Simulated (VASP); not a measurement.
Write the native input for VASP 6.6.1 that does the following.

```yaml
Task: single point
Functional: PBE
Potentials_or_basis: VASP PAW PBE potentials, release 64 (Sb)
Cutoff: 520 eV
k_mesh: 4 × 8 × 8
Occupations: tetrahedron
Spin: no spin polarisation
Dipole_correction: no
Further_INCAR_settings: ALGO = Normal; EDIFF = 1e-07; NBANDS = 30
```

The structure of Sb lies in POSCAR:

```
Sb
1.0
   12.8808130364      0.0000000000      0.0000000000
    0.0000000000      4.3783732063      0.0000000000
    0.0000000000      0.0000000000      4.5594088582
Sb
8
Direct
    0.8638286107      0.0000000000      0.0740343733
    0.1118510114      0.5000000000      0.4894854204
    0.3638286107      0.0000000000      0.9259656267
    0.6118510114      0.5000000000      0.5105145796
    0.8881489886      0.5000000000      0.5105145796
    0.1361713893      0.0000000000      0.9259656267
    0.3881489886      0.5000000000      0.4894854204
    0.6361713893      0.0000000000      0.0740343733
```

One way to write it, as run:

INCAR

```
PREC     = Accurate       # precision mode
ENCUT    = 520            # plane-wave cutoff, eV
EDIFF    = 1E-7           # SCF threshold, eV
ISMEAR   = -4             # smearing method
SIGMA    = 0.1            # smearing width, eV
LREAL    = False          # projectors in reciprocal space
LASPH    = True           # aspherical terms in the spheres
NELM     = 100            # most SCF steps
ALGO     = Normal         # electronic algorithm
ISIF     = 2              # what is computed and relaxed
LWAVE    = False          # write WAVECAR
LCHARG   = False          # write CHGCAR
GGA      = PE             # functional
NBANDS   = 30             # bands
```

KPOINTS

```
regular mesh
0
Gamma
  4 8 8
```

Potentials or basis: VASP PAW PBE potentials, release 64 (Sb).

Launch:

```console
$ cat potpaw_PBE.64/Sb/POTCAR > POTCAR
$ mpirun -np 1 vasp_std > vasp.out
```

It gave:

| Property | Result |
| --- | --- |
| Pressure | 0.1 GPa |
| Largest force | 0.031 eV/Å |
| Band gap on the k mesh | zero (bands 20 and 21 overlap by 0.15 eV) |

Caveat: spin-orbit coupling is left out, which moves the levels of the heavy elements.

Run time: 13 min on 1 thread of Oxide Virtual Turin-like Processor, with other jobs on the host, peak memory 0.56 GiB.
